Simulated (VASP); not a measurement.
# Tl2CuO4 (I4/mmm) in VASP: notebook

Tl2CuO4 is run at these levels: PBE; tasks: single point.

Program: VASP 6.6.1. These are calculated values, not measurements. Logs are shortened: lines on timing, memory, paths and dates and some standing lists are left out, and cuts for length are marked.

## (1) The cell of the first run

Symmetry: I4/mmm, No. 139, tetragonal system. Conventional cell: a = 3.854 Å, b = 3.854 Å, c = 11.626 Å, α = 90.00°, β = 90.00°, γ = 90.00°. Tl (site symmetry 4mm) has 8 O at 2.25 to 2.60 Å within 3.0 Å. Cu (site symmetry 4/mmm) has 4 O at 1.93 Å within 2.6 Å. Within 3.0 Å of O (site symmetry mmm) lie 2 Cu at 1.93 Å and 4 Tl at 2.60 Å and 6 O at 2.72 to 2.91 Å. O (site symmetry -4m2) has 4 Tl at 2.25 Å and 6 O at 2.72 to 2.91 Å within 3.0 Å.

## (2) Single point, PBE

Contents of INCAR:

```
PREC = Accurate
ENCUT = 520
EDIFF = 1E-6
ISMEAR = -1
SIGMA = 0.05
LREAL = F
LASPH = T
NELM = 80
ALGO = Normal
ISIF = 2
LWAVE = F
LCHARG = T
GGA = PE
LELF = T
LVHAR = T
NBANDS = 40
```

Contents of KPOINTS:

```
Automatic mesh
0
Gamma
  10 10 10
```

Contents of POSCAR:

```
Tl2CuO4
1.0
   -1.9267547743      1.9267547743      5.8127552351
    1.9267547743     -1.9267547743      5.8127552351
    1.9267547743      1.9267547743     -5.8127552351
Tl Cu O
2 1 4
Direct
    0.3493790000      0.3493790000      0.0000000000
    0.6506210000      0.6506210000      0.0000000000
    0.0000000000      0.0000000000      0.0000000000
    0.0000000000      0.5000000000      0.5000000000
    0.5000000000      0.0000000000      0.5000000000
    0.2500000000      0.7500000000      0.5000000000
    0.7500000000      0.2500000000      0.5000000000
```

Potentials or basis: VASP PAW PBE potentials, release 64 (Tl_d, Cu, O).

The run is started by

```
cat potpaw_PBE.64/Tl_d/POTCAR potpaw_PBE.64/Cu/POTCAR potpaw_PBE.64/O/POTCAR > POTCAR
mpirun -np 1 vasp_std > vasp.out
```

OUTCAR:

```text
PREC = Accurate
   ENCUT = 520
   EDIFF = 1E-6
   ISMEAR = -1
   LREAL = F
   LASPH = T
   NELM = 80
   ISIF = 2
   GGA = PE

 ion  position               nearest neighbor table
   1  0.349  0.349  0.000-   6 2.25   7 2.25   6 2.25   7 2.25   4 2.60   5 2.60   4 2.60   5 2.60
                             3 3.24   3 3.24   3 3.24   3 3.24   2 3.50   2 3.57   2 3.57   2 3.57
   2  0.651  0.651  0.000-   6 2.25   7 2.25   6 2.25   7 2.25   4 2.60   5 2.60   5 2.60   4 2.60
                             3 3.24   3 3.24   3 3.24   3 3.24   1 3.50   1 3.57   1 3.57   1 3.57
   3  0.000  0.000  0.000-   4 1.93   5 1.93   4 1.93   5 1.93   2 3.24   2 3.24   2 3.24   1 3.24
                             2 3.24   1 3.24   1 3.24   1 3.24
   4  0.000  0.500  0.500-   3 1.93   3 1.93   2 2.60   2 2.60   1 2.60   1 2.60
   5  0.500  0.000  0.500-   3 1.93   3 1.93   2 2.60   2 2.60   1 2.60   1 2.60
   6  0.250  0.750  0.500-   1 2.25   2 2.25   1 2.25   2 2.25
   7  0.750  0.250  0.500-   1 2.25   2 2.25   1 2.25   2 2.25

  LATTYP: Found a body centered tetragonal cell.
 ALAT       =     3.8535095486
 C/A-ratio  =     3.0168630241

  Lattice vectors:

 A1 = (  -1.9267547743,   1.9267547743,   5.8127552351)
 A2 = (   1.9267547743,  -1.9267547743,   5.8127552351)
 A3 = (   1.9267547743,   1.9267547743,  -5.8127552351)

Analysis of symmetry for initial positions (statically):
=====================================================================
 Subroutine PRICEL returns:
 Original cell was already a primitive cell.

 Routine SETGRP: Setting up the symmetry group for a
 body centered tetragonal supercell.

 Subroutine GETGRP returns: Found 16 space group operations
 (whereof 16 operations were pure point group operations)
 out of a pool of 16 trial point group operations.

The static configuration has the point symmetry D_4h.

Analysis of symmetry for dynamics (positions and initial velocities):
=====================================================================
 Subroutine PRICEL returns:
 Original cell was already a primitive cell.

 Routine SETGRP: Setting up the symmetry group for a
 body centered tetragonal supercell.

 Subroutine GETGRP returns: Found 16 space group operations
 (whereof 16 operations were pure point group operations)
 out of a pool of 16 trial point group operations.

The dynamic configuration has the point symmetry D_4h.

 Subroutine INISYM returns: Found 16 space group operations
 (whereof 16 operations are pure point group operations),
 and found     1 'primitive' translations

----------------------------------------------------------------------------------------

                                     Primitive cell

  volume of cell :      86.3167

  direct lattice vectors                    reciprocal lattice vectors
    -1.926754774  1.926754774  5.812755235     0.000000000  0.259503704  0.086017728
     1.926754774 -1.926754774  5.812755235     0.259503704  0.000000000  0.086017728
     1.926754774  1.926754774 -5.812755235     0.259503704  0.259503704  0.000000000

  length of vectors
     6.419726734  6.419726734  6.419726734     0.273388408  0.273388408  0.366993657

  position of ions in fractional coordinates (direct lattice)
     0.349379000  0.349379000  0.000000000
     0.650621000  0.650621000  0.000000000
     0.000000000  0.000000000  0.000000000
     0.000000000  0.500000000  0.500000000
     0.500000000  0.000000000  0.500000000
     0.250000000  0.750000000  0.500000000
     0.750000000  0.250000000  0.500000000

  ion indices of the primitive-cell ions
   primitive index   ion index
                 1           1
                 2           2
                 3           3
                 4           4
                 5           5
                 6           6
                 7           7

----------------------------------------------------------------------------------------

 KPOINTS: Automatic mesh

Automatic generation of k-mesh.
 Grid dimensions read from file:
 generate k-points for:   10   10   10

 Generating k-lattice:

  Cartesian coordinates                     Fractional coordinates (reciprocal lattice)
     0.000000000  0.025950370  0.008601773     0.100000000  0.000000000 -0.000000000
     0.025950370  0.000000000  0.008601773     0.000000000  0.100000000 -0.000000000
     0.025950370  0.025950370  0.000000000     0.000000000  0.000000000  0.100000000

  Length of vectors
     0.027338841  0.027338841  0.036699366

  Shift w.r.t. Gamma in fractional coordinates (k-lattice)
     0.000000000  0.000000000  0.000000000

 Subroutine IBZKPT returns following result:
 ===========================================

 Found    102 irreducible k-points:

 Following reciprocal coordinates:
            Coordinates               Weight
  0.000000  0.000000  0.000000      1.000000
  0.100000 -0.000000  0.000000      8.000000
  0.200000 -0.000000  0.000000      8.000000
  0.300000 -0.000000  0.000000      8.000000
  0.400000  0.000000  0.000000      8.000000
  0.500000 -0.000000  0.000000      4.000000
[... 16 lines left out ...]
  0.300000  0.300000  0.000000      8.000000
  0.400000  0.300000  0.000000     16.000000
 [... further k-points ...]
   k-points           NKPTS =    102   k-points in BZ     NKDIM =    102   number of bands    NBANDS=     40
   number of dos      NEDOS =    301   number of ions     NIONS =      7
   total plane-waves  NPLWV = 110592
   dimension x,y,z NGX =    48 NGY =   48 NGZ =   48
   dimension x,y,z NGXF=    96 NGYF=   96 NGZF=   96
   ions per type =               2   1   4
   NGX,Y,Z   is equivalent  to a cutoff of  12.43, 12.43, 12.43 a.u.
   NGXF,Y,Z  is equivalent  to a cutoff of  24.86, 24.86, 24.86 a.u.
 SYSTEM =  unknown system
   PREC   = accura    normal or accurate (medium, high low for compatibility)
   ISTART =      0    job   : 0-new  1-cont  2-samecut
   ICHARG =      2    charge: 1-file 2-atom 10-const
   ISPIN  =      1    spin polarized calculation?
   LNONCOLLINEAR =      F non collinear calculations
   LSORBIT =      F    spin-orbit coupling
   LASPH  =      T    aspherical Exc in radial PAW
   ENCUT  =  520.0 eV  38.22 Ry    6.18 a.u.  11.94 11.94 11.94*2*pi/ulx,y,z
   NELM   =     80;   NELMIN=  2; NELMDL= -5     # of ELM steps
   EDIFF  = 0.1E-05   stopping-criterion for ELM
   LREAL  =      F    real-space projection
   EDIFFG = 0.1E-04   stopping-criterion for IOM
   NSW    =      0    number of steps for IOM
   IBRION =     -1    ionic relax: 0-MD 1-quasi-New 2-CG
   NFREE  =      0    steps in history (QN), initial steepest desc. (CG)
   ISIF   =      2    stress and relaxation
   ISYM   =      2    0-nonsym 1-usesym 2-fastsym
   POTIM  = 0.5000    time-step for ionic-motion
   TEBEG  =    0.0;   TEEND  =   0.0 temperature during run
   PSTRESS=    0.0 pullay stress
   NELECT =      61.0000    total number of electrons
   NUPDOWN=      -1.0000    fix difference up-down
   EMIN   =  10.00;   EMAX   =-10.00  energy-range for DOS
   EFERMI =   0.00;   METHOD = LEGACY
   ISMEAR =    -1;   SIGMA  =   0.05  broadening in eV -4-tet -1-fermi 0-gaus
   EFERMI_NEDOS =   21; number of points for ismear=-14 and -15
   IALGO  =     38    algorithm
   IMIX   =      4    mixing-type and parameters
     AMIX     =   0.40;   BMIX     =  1.00
     AMIX_MAG =   1.60;   BMIX_MAG =  1.00
  volume/ion in A,a.u.               =      12.33        83.21
  Fermi-wavevector in a.u.,A,eV,Ry     =   1.458209  2.755616 28.931072  2.126374
  Thomas-Fermi vector in A             =   2.574920
   LORBIT       =      0    0 simple, 1 ext, 2 COOP (PROOUT), +10 PAW based schemes
   GGA     = PE    functional components
   LHFCALC =     F    Hartree Fock is set to
   AEXX    =    0.0000 exact exchange contribution
   IVDW    =     0    specifies the selected vdW correction
   LEPSILON=     F    determine dielectric tensor
   LRPA    =     F    only Hartree local field effects (RPA)
 non-spin polarized calculation
  energy-cutoff  :      520.00
  volume of cell :       86.32
 maximum number of plane-waves:      2346
   NGX = 23   NGY = 23   NGZ = 23

 number of electron      60.9999990 magnetization

 Free energy of the ion-electron system (eV)
  ---------------------------------------------------
  ext. energy  EPLUGINS =         0.00000000
  ---------------------------------------------------
  free energy    TOTEN  =       -31.00754569 eV

  energy without entropy =      -30.99539841  energy(sigma->0) =      -31.00147205

 E-fermi :   5.9436     XC(G=0): -11.5861

 val. band max:        5.9366500626   @ k =   0.1000   0.1000   0.0000
 cond. band min:       5.9436901803   @ k =  -0.3000   0.3000   0.2000
 fundamental gap:      0.0070401177
 Fermi energy:         5.9435661655

 k-point     1 :       0.0000    0.0000    0.0000
  band No.  band energies     occupation
      1     -12.7204      2.00000
      2     -11.8886      2.00000
      3     -11.1038      2.00000
      4     -10.9124      2.00000
      5      -4.5929      2.00000
      6      -4.5929      2.00000
[... 32 lines left out ...]
     39      15.8140      0.00000
     40      15.8140      0.00000

 k-point     2 :       0.1000   -0.0000    0.0000
  band No.  band energies     occupation
      1     -12.6689      2.00000
      2     -11.8697      2.00000
      3     -11.1354      2.00000
      4     -10.9276      2.00000
      5      -4.5931      2.00000
      6      -4.5928      2.00000
[... 32 lines left out ...]
     39      15.5556      0.00000
     40      15.8947      0.00000

 k-point     3 :       0.2000   -0.0000    0.0000
  band No.  band energies     occupation
      1     -12.5214      2.00000
      2     -11.8153      2.00000
      3     -11.2193      2.00000
      4     -10.9832      2.00000
      5      -4.5926      2.00000
      6      -4.5714      2.00000
[... 853 lines left out ...]
  band No.  band energies     occupation
      1     -11.9384      2.00000
      2     -11.6251      2.00000
      3     -11.4459      2.00000
      4     -11.1658      2.00000
      5      -4.4715      2.00000
      6      -4.3775      2.00000
[... 32 lines left out ...]
     39      15.7975      0.00000
     40      16.3397      0.00000

 k-point    24 :       0.4000    0.3000    0.0000
  band No.  band energies     occupation
      1     -11.7577      2.00000
      2     -11.5411      2.00000
      3     -11.5104      2.00000
      4     -11.2502      2.00000
      5      -4.4692      2.00000
      6      -4.3831      2.00000
[... 32 lines left out ...]
     39      15.8875      0.00000
     40      16.1872      0.00000

 [... further k-points ...]

------------------------ aborting loop because EDIFF is reached ----------------------------------------

  FORCE on cell =-STRESS in cart. coord.  units (eV):
  Direction    XX          YY          ZZ          XY          YZ          ZX
  --------------------------------------------------------------------------------------
  -------------------------------------------------------------------------------------
  Total        5.4567657      5.4567657      4.0696807      0.0000000     -0.0000000      0.0000000
  in kB      101.2863624    101.2863624     75.5398309      0.0000000     -0.0000000      0.0000000
  external PRESSURE =      92.7041853 kB  Pullay stress =       0.0000000 kB

 VOLUME and BASIS-vectors are now :
 -----------------------------------------------------------------------------
  energy-cutoff  :      520.00
  volume of cell :       86.32
      direct lattice vectors                 reciprocal lattice vectors
    -1.926754774  1.926754774  5.812755235     0.000000000  0.259503704  0.086017728
     1.926754774 -1.926754774  5.812755235     0.259503704  0.000000000  0.086017728
     1.926754774  1.926754774 -5.812755235     0.259503704  0.259503704  0.000000000

 POSITION                                       TOTAL-FORCE (eV/Angst)
 -----------------------------------------------------------------------------------
      0.00000      0.00000      4.06171         0.000000      0.000000      0.271924
      0.00000      0.00000      7.56380        -0.000000     -0.000000     -0.271924
      0.00000      0.00000      0.00000        -0.000000     -0.000000      0.000000
      1.92675      0.00000      0.00000        -0.000000     -0.000000      0.000000
      0.00000      1.92675      0.00000        -0.000000     -0.000000      0.000000
      1.92675      0.00000      2.90638        -0.000000     -0.000000      0.000000
      0.00000      1.92675      2.90638        -0.000000     -0.000000      0.000000
 -----------------------------------------------------------------------------------
    total drift:                                0.000000     -0.000000      0.000000

  FREE ENERGIE OF THE ION-ELECTRON SYSTEM (eV)
  ---------------------------------------------------
  free  energy   TOTEN  =       -31.0075456855 eV

  energy  without entropy=      -30.9953984112  energy(sigma->0) =      -31.00147205
```

It took 8.6 min on 1 thread of Intel Xeon 6975P-C (Granite Rapids), shared host; peak memory 0.53 GiB.

Results:

```yaml
Free_energy: -31.0075 eV
Pressure: 9.3 GPa
Largest_force: 0.272 eV/Å
Band_gap_on_the_k_mesh: zero (an odd number of electrons rules out a gap without spin polarisation)
```

Forces on the atoms (eV/Å):
```
Tl   0.000  0.000  0.272
Tl   0.000  0.000 -0.272
Cu   0.000  0.000  0.000
O    0.000  0.000  0.000
O    0.000  0.000  0.000
O    0.000  0.000  0.000
O    0.000  0.000  0.000
```

Stress tensor (GPa, compression positive):
```
10.13  0.00  0.00
 0.00 10.13  0.00
 0.00  0.00  7.55
```

Caveat: the cell stands under pressure; spin-orbit coupling is left out, which moves the levels of the heavy elements; an odd number of electrons without spin polarisation forces a metal; a magnetic or distorted state may lie lower; semilocal functionals often make such compounds metallic where correlation or magnetic order opens a gap, which also shifts bond lengths.

[end of part 1 of 2]

The gap in the log of VASP goes by the Fermi energy; the results here count the filled bands.